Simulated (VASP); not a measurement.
Crystal: GaN.

```
Ga N
1.0
     0.00000    2.27421    2.27421
     2.27421    0.00000    2.27421
     2.27421    2.27421    0.00000
Ga N
1 1
Direct
  0.00000 0.00000 0.00000
  0.75000 0.75000 0.75000
```

```yaml
Program: VASP 6.6.1
Task: relaxation of cell and atoms
Functional: LDA
Potentials_or_basis: VASP PAW LDA potentials, release 64 (Ga_d, N)
Cutoff: 600 eV
k_mesh: 8 × 8 × 8
Occupations: fermi-dirac, width 0.02 eV
Spin: no spin polarisation
```

At the start: pressure -10.2 GPa; volume 11.76 Å³/atom.

**Question.** Where does the relaxation end?

**Answer.** Over 15 steps the energy falls by 21.9 meV/atom and the volume is 11.12 Å³/atom (-5.5 %); space group F-43m (No. 216, to 0.05 Å).

The path:
```
step  energy change (eV)  largest force (eV/Å)  pressure (GPa)  volume (Å³)
   1              0.0000                0.0000          -10.16        23.52
   2             -0.0033                0.0000           11.98        21.07
   3             -0.0438                0.0000            0.54        22.22
   4             -0.0436                0.0000           -0.70        22.28
   5             -0.0437                0.0000           -0.28        22.25
   6             -0.0438                0.0000           -0.33        22.25
   7             -0.0438                0.0000           -0.24        22.24
   8             -0.0438                0.0000           -0.26        22.24
   9             -0.0438                0.0000           -0.27        22.24
  10             -0.0438                0.0000           -0.26        22.24
  11             -0.0438                0.0000           -0.26        22.24
  12             -0.0438                0.0000           -0.27        22.24
  13             -0.0438                0.0000           -0.09        22.24
  14             -0.0438                0.0000           -0.23        22.24
  15             -0.0438                0.0000           -0.05        22.23
```

Final structure:
```
CELL_PARAMETERS angstrom
0.00000 2.23180 2.23180
2.23180 0.00000 2.23180
2.23180 2.23180 0.00000
ATOMIC_POSITIONS crystal
Ga 0.00000 0.00000 0.00000
N 0.75000 0.75000 0.75000
```
